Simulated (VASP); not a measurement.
Crystal: KI.

```xyz
2
Lattice="4.2103 0.0000 0.0000 0.0000 4.2103 0.0000 0.0000 0.0000 4.2103" Properties=species:S:1:pos:R:3 pbc="T T T"
K     0.0000    0.0000    0.0000
I     2.1051    2.1051    2.1051
```

This cell differs from its parent crystal: strain -1.9%.

Base run:

- Program: VASP 6.6.1
- Functional: r2SCAN
- Potentials or basis: VASP PAW PBE potentials, release 64 (K_sv, I)
- Cutoff: 520 eV
- k mesh: 6 × 6 × 6
- Occupations: gaussian, width 0.01 eV
- Spin: no spin polarisation

Its results: band gap on the k mesh 4.21 eV, indirect (least direct gap 4.38 eV); pressure 1.0 GPa.

Q: The run is repeated on the same cell with these changes: functional from r2SCAN to PBE; occupations from gaussian, width 0.01 eV to fermi-dirac, width 0.02 eV. What comes out?

A: Band gap on the k mesh 3.48 eV, indirect (least direct gap 3.86 eV); pressure 1.5 GPa.

Caveats: spin-orbit coupling is left out, which moves the levels of the heavy elements; the PAW data sets were made with another functional, which shifts forces and pressure a little (some runs).

A k mesh can miss the band edges.
